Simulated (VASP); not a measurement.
Here is a VASP 6.6.1 calculation.

File INCAR:

```
  PREC = Accurate
  ENCUT = 520
  EDIFF = 1E-7
  ISMEAR = 0
  SIGMA = 0.2
  LREAL = False
  LASPH = True
  NELM = 60
  ALGO = Normal
  ISIF = 2
  LWAVE = False
  LCHARG = False
  GGA = PE
  NBANDS = 40
```

File KPOINTS:

```
regular mesh
0
Gamma
  4 4 4
```

The input POSCAR:

```
BeTe2
1.0
   -2.3003169747     -5.0006572300      3.4011209732
   -2.3003169747      5.0006572300      3.4011209732
   -4.6006339494      0.0000000000     -6.8022419463
Be Te
4 8
Direct
    0.3750000000      0.3750000000      0.6250000000
    0.8750000000      0.8750000000      0.1250000000
    0.1250000000      0.1250000000      0.8750000000
    0.6250000000      0.6250000000      0.3750000000
    0.2117163667      0.9824070177      0.5970616922
    0.7117163667      0.4824070177      0.0970616922
    0.7675929823      0.5382836333      0.6529383078
    0.2675929823      0.0382836333      0.1529383078
    0.7324070177      0.9617163667      0.8470616922
    0.2324070177      0.4617163667      0.3470616922
    0.2882836333      0.5175929823      0.9029383078
    0.7882836333      0.0175929823      0.4029383078
```

Potentials or basis: VASP PAW PBE potentials, release 64 (Be, Te).

Command:

```bash
$ cat potpaw_PBE.64/Be/POTCAR potpaw_PBE.64/Te/POTCAR > POTCAR
$ mpirun -np 1 vasp_std > vasp.out
```

(1) What does it give for the largest force?

(2) Predict the band gap on the k mesh.

## Answers

(1) 0.027 eV/Å.

(2) 0.25 eV.

Caveat: spin-orbit coupling is left out, which moves the levels of the heavy elements.
